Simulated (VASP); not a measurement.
# MgO (P6_3mc) in VASP: a series of runs

MgO is run at these levels: PBEsol; tasks: single point.

Everything below comes from runs of VASP 6.6.1. Logs are shortened: lines on timing, memory, paths and dates and some standing lists are left out, and cuts for length are marked.

**1. The cell of the first run**

The structure is hexagonal, space group P6_3mc (No. 186). The conventional cell has a = 3.366 Å, b = 3.366 Å, c = 5.070 Å, α = 90.00°, β = 90.00°, γ = 120.00°. Within 2.7 Å of Mg (site symmetry 3m) lie 4 O at 2.01 to 2.03 Å. O (site symmetry 3m) has 4 Mg at 2.01 to 2.03 Å within 2.7 Å.

**2. Single point, PBEsol**

File INCAR:

```
SYSTEM = MgO
PREC = Accurate
ENCUT = 520
EDIFF = 1E-6
ISMEAR = 0
SIGMA = 0.01
LREAL = .False.
LASPH = .True.
NELM = 60
ALGO = Normal
ISIF = 2
LWAVE = .False.
LCHARG = .False.
GGA = PS
NBANDS = 16
```

File KPOINTS:

```
Automatic mesh
0
Gamma
  12 12 4
  0 0 0
```

File POSCAR:

```
MgO
1.0
    3.3655765835      0.0000000000      0.0000000000
   -1.6827882867      2.9146748160      0.0000000000
    0.0000000000      0.0000000000      5.0699364614
Mg O
2 2
Direct
    0.3333333333      0.6666666667      0.0021597400
    0.6666666667      0.3333333333      0.5021597400
    0.3333333333      0.6666666667      0.4024402600
    0.6666666667      0.3333333333      0.9024402600
```

Potentials or basis: VASP PAW PBE potentials, release 64 (Mg, O).

On the command line:

```sh
$ cat potpaw_PBE.64/Mg/POTCAR potpaw_PBE.64/O/POTCAR > POTCAR
$ mpirun -np 1 vasp_std > vasp.out
```

OUTCAR:

```text
SYSTEM = MgO
   PREC = Accurate
   ENCUT = 520
   EDIFF = 1E-6
   ISMEAR = 0
   LREAL = .False.
   LASPH = .True.
   NELM = 60
   ISIF = 2
   GGA = PS

 ion  position               nearest neighbor table
   1  0.333  0.667  0.002-   4 2.01   4 2.01   4 2.01   3 2.03   2 3.19   2 3.19   2 3.19   2 3.19
                             2 3.19   2 3.19
   2  0.667  0.333  0.502-   3 2.01   3 2.01   3 2.01   4 2.03   1 3.19   1 3.19   1 3.19   1 3.19
                             1 3.19   1 3.19
   3  0.333  0.667  0.402-   2 2.01   2 2.01   2 2.01   1 2.03
   4  0.667  0.333  0.902-   1 2.01   1 2.01   1 2.01   2 2.03

  LATTYP: Found a hexagonal cell.
 ALAT       =     3.3655765835
 C/A-ratio  =     1.5064094771

  Lattice vectors:

 A1 = (   3.3655765835,   0.0000000000,   0.0000000000)
 A2 = (  -1.6827882867,   2.9146748160,   0.0000000000)
 A3 = (   0.0000000000,   0.0000000000,   5.0699364614)

Analysis of symmetry for initial positions (statically):
=====================================================================
 Subroutine PRICEL returns:
 Original cell was already a primitive cell.

 Routine SETGRP: Setting up the symmetry group for a
 hexagonal supercell.

 Subroutine GETGRP returns: Found 12 space group operations
 (whereof  6 operations were pure point group operations)
 out of a pool of 24 trial point group operations.

The static configuration has the point symmetry C_3v.
 The point group associated with its full space group is C_6v.

Analysis of symmetry for dynamics (positions and initial velocities):
=====================================================================
 Subroutine PRICEL returns:
 Original cell was already a primitive cell.

 Routine SETGRP: Setting up the symmetry group for a
 hexagonal supercell.

 Subroutine GETGRP returns: Found 12 space group operations
 (whereof  6 operations were pure point group operations)
 out of a pool of 24 trial point group operations.

The dynamic configuration has the point symmetry C_3v.
 The point group associated with its full space group is C_6v.

 Subroutine INISYM returns: Found 12 space group operations
 (whereof  6 operations are pure point group operations),
 and found     1 'primitive' translations

----------------------------------------------------------------------------------------

                                     Primitive cell

  volume of cell :      49.7339

  direct lattice vectors                    reciprocal lattice vectors
     3.365576584  0.000000000  0.000000000     0.297125909  0.171545723  0.000000000
    -1.682788287  2.914674816  0.000000000     0.000000000  0.343091447  0.000000000
     0.000000000  0.000000000  5.069936461     0.000000000  0.000000000  0.197241131

  length of vectors
     3.365576584  3.365576578  5.069936461     0.343091446  0.343091447  0.197241131

  position of ions in fractional coordinates (direct lattice)
     0.333333333  0.666666667  0.002159740
     0.666666667  0.333333333  0.502159740
     0.333333333  0.666666667  0.402440260
     0.666666667  0.333333333  0.902440260

  ion indices of the primitive-cell ions
   primitive index   ion index
                 1           1
                 2           2
                 3           3
                 4           4

----------------------------------------------------------------------------------------

 KPOINTS: Automatic mesh

Automatic generation of k-mesh.
 Grid dimensions read from file:
 generate k-points for:   12   12    4

 Generating k-lattice:

  Cartesian coordinates                     Fractional coordinates (reciprocal lattice)
     0.024760492  0.014295477  0.000000000     0.083333333 -0.000000000  0.000000000
     0.000000000  0.028590954  0.000000000     0.000000000  0.083333333  0.000000000
     0.000000000  0.000000000  0.049310283     0.000000000  0.000000000  0.250000000

  Length of vectors
     0.028590954  0.028590954  0.049310283

  Shift w.r.t. Gamma in fractional coordinates (k-lattice)
     0.000000000  0.000000000  0.000000000

 Subroutine IBZKPT returns following result:
 ===========================================

 Found     57 irreducible k-points:

 Following reciprocal coordinates:
            Coordinates               Weight
  0.000000  0.000000  0.000000      1.000000
  0.083333 -0.000000  0.000000      6.000000
  0.166667 -0.000000  0.000000      6.000000
  0.250000  0.000000  0.000000      6.000000
  0.333333 -0.000000  0.000000      6.000000
  0.416667  0.000000  0.000000      6.000000
[... 16 lines left out ...]
  0.250000  0.000000  0.250000     12.000000
  0.333333 -0.000000  0.250000     12.000000
 [... further k-points ...]
   k-points           NKPTS =     57   k-points in BZ     NKDIM =     57   number of bands    NBANDS=     16
   number of dos      NEDOS =    301   number of ions     NIONS =      4
   total plane-waves  NPLWV =  31360
   dimension x,y,z NGX =    28 NGY =   28 NGZ =   40
   dimension x,y,z NGXF=    56 NGYF=   56 NGZF=   80
   ions per type =               2   2
   NGX,Y,Z   is equivalent  to a cutoff of  13.83, 13.83, 13.12 a.u.
   NGXF,Y,Z  is equivalent  to a cutoff of  27.66, 27.66, 26.23 a.u.
 SYSTEM =  MgO
   PREC   = accura    normal or accurate (medium, high low for compatibility)
   ISTART =      0    job   : 0-new  1-cont  2-samecut
   ICHARG =      2    charge: 1-file 2-atom 10-const
   ISPIN  =      1    spin polarized calculation?
   LNONCOLLINEAR =      F non collinear calculations
   LSORBIT =      F    spin-orbit coupling
   LASPH  =      T    aspherical Exc in radial PAW
   ENCUT  =  520.0 eV  38.22 Ry    6.18 a.u.   6.26  6.26  9.43*2*pi/ulx,y,z
   NELM   =     60;   NELMIN=  2; NELMDL= -5     # of ELM steps
   EDIFF  = 0.1E-05   stopping-criterion for ELM
   LREAL  =      F    real-space projection
   EDIFFG = 0.1E-04   stopping-criterion for IOM
   NSW    =      0    number of steps for IOM
   IBRION =     -1    ionic relax: 0-MD 1-quasi-New 2-CG
   NFREE  =      0    steps in history (QN), initial steepest desc. (CG)
   ISIF   =      2    stress and relaxation
   ISYM   =      2    0-nonsym 1-usesym 2-fastsym
   POTIM  = 0.5000    time-step for ionic-motion
   TEBEG  =    0.0;   TEEND  =   0.0 temperature during run
   PSTRESS=    0.0 pullay stress
   NELECT =      16.0000    total number of electrons
   NUPDOWN=      -1.0000    fix difference up-down
   EMIN   =  10.00;   EMAX   =-10.00  energy-range for DOS
   EFERMI =   0.00;   METHOD = LEGACY
   ISMEAR =     0;   SIGMA  =   0.01  broadening in eV -4-tet -1-fermi 0-gaus
   EFERMI_NEDOS =   21; number of points for ismear=-14 and -15
   IALGO  =     38    algorithm
   IMIX   =      4    mixing-type and parameters
     AMIX     =   0.40;   BMIX     =  1.00
     AMIX_MAG =   1.60;   BMIX_MAG =  1.00
  volume/ion in A,a.u.               =      12.43        83.91
  Fermi-wavevector in a.u.,A,eV,Ry     =   1.121754  2.119807 17.120633  1.258331
  Thomas-Fermi vector in A             =   2.258409
   LORBIT       =      0    0 simple, 1 ext, 2 COOP (PROOUT), +10 PAW based schemes
   GGA     = PS    functional components
   LHFCALC =     F    Hartree Fock is set to
   AEXX    =    0.0000 exact exchange contribution
   IVDW    =     0    specifies the selected vdW correction
   LEPSILON=     F    determine dielectric tensor
   LRPA    =     F    only Hartree local field effects (RPA)
 non-spin polarized calculation
 Gauss-broadening in eV      SIGMA  =   0.01
  energy-cutoff  :      520.00
  volume of cell :       49.73
 maximum number of plane-waves:      1375
 NGX is ok and might be reduce to    28
   NGX = 13   NGY = 13   NGZ = 19

 number of electron      16.0000004 magnetization

 Free energy of the ion-electron system (eV)
  ---------------------------------------------------
  ext. energy  EPLUGINS =         0.00000000
  ---------------------------------------------------
  free energy    TOTEN  =       -24.50616023 eV

  energy without entropy =      -24.50616023  energy(sigma->0) =      -24.50616023

 E-fermi :   0.8402     XC(G=0):  -9.7533

 val. band max:        0.7556149883   @ k =   0.0000   0.0000   0.0000
 cond. band min:       3.8263222807   @ k =   0.0000   0.0000   0.0000
 fundamental gap:      3.0707072924
 Fermi energy:         0.8401958752

 k-point     1 :       0.0000    0.0000    0.0000
  band No.  band energies     occupation
      1     -15.2750      2.00000
      2     -14.5297      2.00000
      3      -2.4215      2.00000
      4      -0.0078      2.00000
      5      -0.0078      2.00000
      6       0.3287      2.00000
[... 8 lines left out ...]
     15      16.5322      0.00000
     16      16.5322      0.00000

 k-point     2 :       0.0833   -0.0000    0.0000
  band No.  band energies     occupation
      1     -15.2428      2.00000
      2     -14.5188      2.00000
      3      -2.3561      2.00000
      4      -0.1696      2.00000
      5      -0.0543      2.00000
      6       0.0950      2.00000
[... 8 lines left out ...]
     15      16.6156      0.00000
     16      16.6910      0.00000

 k-point     3 :       0.1667   -0.0000    0.0000
  band No.  band energies     occupation
      1     -15.1520      2.00000
      2     -14.4918      2.00000
      3      -2.1664      2.00000
      4      -0.6654      2.00000
      5      -0.3134      2.00000
      6      -0.1659      2.00000
[... 8 lines left out ...]
     15      15.6515      0.00000
     16      16.0284      0.00000

 k-point     4 :       0.2500    0.0000    0.0000
  band No.  band energies     occupation
      1     -15.0195      2.00000
      2     -14.4606      2.00000
      3      -1.8734      2.00000
      4      -1.2760      2.00000
      5      -0.7125      2.00000
      6      -0.2981      2.00000
[... 8 lines left out ...]
     15      14.9635      0.00000
     16      15.4854      0.00000

 k-point     5 :       0.3333   -0.0000    0.0000
  band No.  band energies     occupation
      1     -14.8708      2.00000
      2     -14.4414      2.00000
      3      -1.8092      2.00000
      4      -1.5014      2.00000
      5      -1.0558      2.00000
      6      -0.4166      2.00000
[... 8 lines left out ...]
     15      14.6329      0.00000
     16      15.6708      0.00000

 k-point     6 :       0.4167    0.0000    0.0000
  band No.  band energies     occupation
      1     -14.7417      2.00000
      2     -14.4453      2.00000
      3      -2.1469      2.00000
      4      -1.3124      2.00000
      5      -1.1221      2.00000
      6      -0.4973      2.00000
[... 8 lines left out ...]
     15      14.3351      0.00000
     16      15.9089      0.00000
[... 267 lines left out ...]
 k-point    21 :       0.0833   -0.0000    0.2500
  band No.  band energies     occupation
      1     -15.1427      2.00000
      2     -14.6313      2.00000
      3      -2.0674      2.00000
      4      -0.3018      2.00000
      5      -0.0704      2.00000
      6       0.0000      2.00000
[... 8 lines left out ...]
     15      15.7243      0.00000
     16      15.7481      0.00000

 k-point    22 :       0.1667   -0.0000    0.2500
  band No.  band energies     occupation
      1     -15.0595      2.00000
      2     -14.5929      2.00000
      3      -1.9755      2.00000
      4      -0.8121      2.00000
      5      -0.3317      2.00000
      6      -0.0975      2.00000
[... 8 lines left out ...]
     15      15.6004      0.00000
     16      15.6367      0.00000

 k-point    23 :       0.2500    0.0000    0.2500
  band No.  band energies     occupation
      1     -14.9393      2.00000
      2     -14.5441      2.00000
      3      -1.9117      2.00000
      4      -1.3153      2.00000
      5      -0.5952      2.00000
      6      -0.2156      2.00000
[... 8 lines left out ...]
     15      14.9907      0.00000
     16      15.4714      0.00000

 k-point    24 :       0.3333   -0.0000    0.2500
  band No.  band energies     occupation
      1     -14.8072      2.00000
      2     -14.5032      2.00000
      3      -2.0501      2.00000
      4      -1.6220      2.00000
      5      -0.6932      2.00000
      6      -0.3232      2.00000
[... 8 lines left out ...]
     15      14.8241      0.00000
     16      15.5820      0.00000

 [... further k-points ...]
[... 5 lines left out ...]
  --------------------------------------------------------------------------------------
  -------------------------------------------------------------------------------------
  Total       -1.8757788     -1.8757788     -1.5782617     -0.0000000      0.0000000      0.0000000
  in kB      -60.4282631    -60.4282629    -50.8437405     -0.0000001      0.0000000      0.0000000
  external PRESSURE =     -57.2334222 kB  Pullay stress =       0.0000000 kB

 VOLUME and BASIS-vectors are now :
 -----------------------------------------------------------------------------
  energy-cutoff  :      520.00
  volume of cell :       49.73
      direct lattice vectors                 reciprocal lattice vectors
     3.365576584  0.000000000  0.000000000     0.297125909  0.171545723  0.000000000
    -1.682788287  2.914674816  0.000000000     0.000000000  0.343091447  0.000000000
     0.000000000  0.000000000  5.069936461     0.000000000  0.000000000  0.197241131

 POSITION                                       TOTAL-FORCE (eV/Angst)
 -----------------------------------------------------------------------------------
      0.00000      1.94312      0.01095         0.000000      0.000000      0.055681
      1.68279      0.97156      2.54592         0.000000     -0.000000      0.055681
      0.00000      1.94312      2.04035        -0.000000     -0.000000     -0.055681
      1.68279      0.97156      4.57531         0.000000      0.000000     -0.055681
 -----------------------------------------------------------------------------------
    total drift:                               -0.000000      0.000000     -0.000745

  FREE ENERGIE OF THE ION-ELECTRON SYSTEM (eV)
  ---------------------------------------------------
  free  energy   TOTEN  =       -24.5061602265 eV

  energy  without entropy=      -24.5061602265  energy(sigma->0) =      -24.50616023
```

Run time: 23 s. Hardware: 1 thread of Intel Xeon 6975P-C (Granite Rapids), shared host; peak memory 0.19 GiB.

What came out:

```yaml
Free_energy: -24.5062 eV
Pressure: -5.7 GPa
Largest_force: 0.056 eV/Å
Band_gap_on_the_k_mesh: 3.07 eV, direct
```

Forces on the atoms (eV/Å):
```
Mg   0.000  0.000  0.056
Mg   0.000  0.000  0.056
O    0.000  0.000 -0.056
O    0.000  0.000 -0.056
```

Stress tensor (GPa, compression positive):
```
-6.04  0.00  0.00
 0.00 -6.04  0.00
 0.00  0.00 -5.08
```

Levels at points of the mesh, in eV from the valence-band top:
```tsv
k point	band 4	band 5	band 6	band 7	band 8	band 9	band 10	band 11	band 12	band 13
(0.00, 0.00, 0.00)	-0.76	-0.76	-0.43	-0.43	0.00	3.07	8.02	9.82	13.57	13.57
(0.50, 0.00, 0.00)	-2.14	-1.70	-1.28	-0.81	-0.51	7.39	7.69	8.75	10.27	12.37
(0.00, 0.00, 0.50)	-1.98	-0.60	-0.60	-0.60	-0.60	5.56	5.56	12.65	12.65	14.03
(0.50, 0.00, 0.50)	-3.06	-0.92	-0.92	-0.70	-0.70	7.00	7.00	10.28	10.28	13.02
```

Caveat: the PAW data sets were made with another functional, which shifts forces and pressure a little. A k mesh can miss the band edges.

**3. Single point, PBEsol**

This run uses another cell than the first one, of 12.75 Å³/atom, 1.025 times its volume.

File INCAR:

```
  PREC = Accurate
  ENCUT = 520
  EDIFF = 1E-6
  ISMEAR = 0
  SIGMA = 0.01
  LREAL = False
  LASPH = True
  NELM = 80
  ALGO = Normal
  ISIF = 2
  LWAVE = False
  LCHARG = False
  GGA = PS
  NBANDS = 16
```

File KPOINTS:

```
regular mesh
0
Gamma
  12 12 4
```

File POSCAR:

```
MgO
1.0
    3.3937417138      0.0000000000      0.0000000000
   -1.6968708518      2.9390665343      0.0000000000
    0.0000000000      0.0000000000      5.1123646805
Mg O
2 2
Direct
    0.3333333333      0.6666666667      0.0021597400
    0.6666666667      0.3333333333      0.5021597400
    0.3333333333      0.6666666667      0.4024402600
    0.6666666667      0.3333333333      0.9024402600
```

Potentials or basis: VASP PAW PBE potentials, release 64 (Mg, O).

On the command line:

```sh
$ cat potpaw_PBE.64/Mg/POTCAR potpaw_PBE.64/O/POTCAR > POTCAR
$ mpirun -np 1 vasp_std > vasp.out
```

OUTCAR:

```text
PREC = Accurate
   ENCUT = 520
   EDIFF = 1E-6
   ISMEAR = 0
   LREAL = False
   LASPH = True
   NELM = 80
   ISIF = 2
   GGA = PS

 ion  position               nearest neighbor table
   1  0.333  0.667  0.002-   4 2.02   4 2.02   4 2.02   3 2.05   2 3.22   2 3.22   2 3.22   2 3.22
                             2 3.22   2 3.22
   2  0.667  0.333  0.502-   3 2.02   3 2.02   3 2.02   4 2.05   1 3.22   1 3.22   1 3.22   1 3.22
                             1 3.22   1 3.22
   3  0.333  0.667  0.402-   2 2.02   2 2.02   2 2.02   1 2.05
   4  0.667  0.333  0.902-   1 2.02   1 2.02   1 2.02   2 2.05

  LATTYP: Found a hexagonal cell.
 ALAT       =     3.3937417138
 C/A-ratio  =     1.5064094771

  Lattice vectors:

 A1 = (   3.3937417138,   0.0000000000,   0.0000000000)
 A2 = (  -1.6968708518,   2.9390665343,   0.0000000000)
 A3 = (   0.0000000000,   0.0000000000,   5.1123646805)

Analysis of symmetry for initial positions (statically):
=====================================================================
 Subroutine PRICEL returns:
 Original cell was already a primitive cell.

 Routine SETGRP: Setting up the symmetry group for a
 hexagonal supercell.

[... 169 lines left out ...]
  free energy    TOTEN  =       -24.45294264 eV

  energy without entropy =      -24.45294264  energy(sigma->0) =      -24.45294264

 E-fermi :   0.7084     XC(G=0):  -9.6463

 val. band max:        0.6279932193   @ k =   0.0000   0.0000   0.0000
 cond. band min:       3.5720676120   @ k =   0.0000   0.0000   0.0000
 fundamental gap:      2.9440743927
 Fermi energy:         0.7083591308

 k-point     1 :       0.0000    0.0000    0.0000
  band No.  band energies     occupation
      1     -15.3256      2.00000
      2     -14.6193      2.00000
      3      -2.4746      2.00000
      4      -0.1202      2.00000
      5      -0.1202      2.00000
      6       0.2118      2.00000
[... 433 lines left out ...]
      3      -2.1168      2.00000
      4      -1.7016      2.00000
      5      -0.7889      2.00000
      6      -0.4298      2.00000
[... 8 lines left out ...]
     15      14.5212      0.00000
     16      15.2086      0.00000

 [... further k-points ...]
[... 5 lines left out ...]
  --------------------------------------------------------------------------------------
  -------------------------------------------------------------------------------------
  Total       -2.7120635     -2.7120635     -2.2908115     -0.0000000      0.0000000      0.0000000
  in kB      -85.2119300    -85.2119298    -71.9763646     -0.0000001      0.0000000      0.0000000
  external PRESSURE =     -80.8000748 kB  Pullay stress =       0.0000000 kB

 VOLUME and BASIS-vectors are now :
 -----------------------------------------------------------------------------
  energy-cutoff  :      520.00
  volume of cell :       50.99
      direct lattice vectors                 reciprocal lattice vectors
     3.393741714  0.000000000  0.000000000     0.294660020  0.170122041  0.000000000
    -1.696870852  2.939066534  0.000000000     0.000000000  0.340244084  0.000000000
     0.000000000  0.000000000  5.112364680     0.000000000  0.000000000  0.195604199

 POSITION                                       TOTAL-FORCE (eV/Angst)
 -----------------------------------------------------------------------------------
      0.00000      1.95938      0.01104        -0.000000      0.000000      0.075735
      1.69687      0.97969      2.56722        -0.000000      0.000000      0.075735
      0.00000      1.95938      2.05742         0.000000      0.000000     -0.075735
      1.69687      0.97969      4.61360        -0.000000      0.000000     -0.075735
 -----------------------------------------------------------------------------------
    total drift:                               -0.000000      0.000000     -0.000833

  FREE ENERGIE OF THE ION-ELECTRON SYSTEM (eV)
  ---------------------------------------------------
  free  energy   TOTEN  =       -24.4529426360 eV

  energy  without entropy=      -24.4529426360  energy(sigma->0) =      -24.45294264
```

Wall time 21 s (1 thread of Intel Xeon 6975P-C (Granite Rapids), shared host); peak memory 0.19 GiB.

What came out:

- Free energy: -24.4529 eV
- Pressure: -8.1 GPa
- Largest force: 0.076 eV/Å
- Band gap on the k mesh: 2.94 eV, direct

Forces on the atoms (eV/Å):
```
Mg   0.000  0.000  0.076
Mg   0.000  0.000  0.076
O    0.000  0.000 -0.076
O    0.000  0.000 -0.076
```

Caveat: the PAW data sets were made with another functional, which shifts forces and pressure a little.
